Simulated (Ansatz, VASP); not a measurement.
# One calculation of Y, two programs

```
Y
1.0
     2.47934   -2.48091    0.00000
     2.47934    2.48091    0.00000
     0.00000    0.00000    3.15618
Y
1
Direct
  0.00000 0.00000 0.00000
```

Alike in both runs: task single point; functional PBE; k mesh 6 × 6 × 6; occupations gaussian, width 0.1 eV; no spin polarisation.

|  | VASP | Ansatz |
| --- | --- | --- |
| version | VASP 6.6.1 | Ansatz 0.2.0 |
| potentials or method | VASP PAW PBE potentials, release 64 (Y_sv), cutoff 500 eV | scalar-relativistic, plane waves, PAW |
| valence electrons in the cell | 11 | 11 |

Ansatz gave:

```
gap on the k mesh at the Fermi level (eV)                     : none
pressure (GPa)                                                : -2.5
traceless stress, the component that is largest in VASP (GPa) : 3.32
```

Problem. Which values does VASP return?

Solution. gap on the k mesh at the Fermi level (eV): none; pressure (GPa): -2.5; traceless stress, the component that is largest in VASP (GPa): 3.35.

A gap of «none» marks a metal or a gap that the smearing closes.
